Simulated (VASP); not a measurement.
Set up this calculation in VASP 6.6.1, as the native input.

* Task: single point
* Functional: PBE
* Potentials or basis: VASP PAW PBE potentials, release 64 (Hf_pv, Sn_d, Te)
* Cutoff: 520 eV
* k mesh: 12 × 12 × 4
* Occupations: gaussian, width 0.1 eV
* Spin: no spin polarisation
* Dipole correction: no
* Further INCAR settings: ALGO = Normal; EDIFF = 1e-07; NBANDS = 33

The structure of HfSnTe4 lies in POSCAR:

```
HfSnTe4
1.0
    4.0635411163      0.0000000000      0.0000000000
   -2.0317705582      3.5191298360      0.0000000000
    0.0000000000      0.0000000000     14.4703774226
Hf Sn Te
1 1 4
Direct
    0.0000000000      0.0000000000      0.5000000000
    0.0000000000      0.0000000000      0.0000000000
    0.3333333333      0.6666666667      0.1248993419
    0.3333333333      0.6666666667      0.6198051662
    0.6666666667      0.3333333333      0.3801948338
    0.6666666667      0.3333333333      0.8751006581
```

These files were run (other wordings do the same):

INCAR

```
SYSTEM = HfSnTe4
  PREC = Accurate
  ENCUT = 520
  EDIFF = 1E-7
  ISMEAR = 0
  SIGMA = 0.1
  LREAL = .FALSE.
  LASPH = .TRUE.
  NELM = 60
  ALGO = Normal
  ISIF = 2
  LWAVE = .FALSE.
  LCHARG = .FALSE.
  GGA = PE
  NBANDS = 33
```

KPOINTS

```
Automatic mesh
0
G
  12 12 4
  0 0 0
```

Potentials or basis: VASP PAW PBE potentials, release 64 (Hf_pv, Sn_d, Te).

Run with:

```sh
$ cat potpaw_PBE.64/Hf_pv/POTCAR potpaw_PBE.64/Sn_d/POTCAR potpaw_PBE.64/Te/POTCAR > POTCAR
$ mpirun -np 1 vasp_std > vasp.out
```

It gave:

```
Pressure               : -0.1 GPa
Largest force          : 0.030 eV/Å
Band gap on the k mesh : zero (band 24 reaches 4.82 eV, above the bottom of band 25 at 4.30 eV)
```

Caveat: spin-orbit coupling is left out, which moves the levels of the heavy elements; this functional lacks dispersion, which binds the layers, so the pressure and a relaxed spacing across them are unreliable.

It took 6.6 min on 1 thread of Intel(R) Xeon(R) Platinum 8559C (Emerald Rapids) (shared host), peak memory 0.62 GiB.
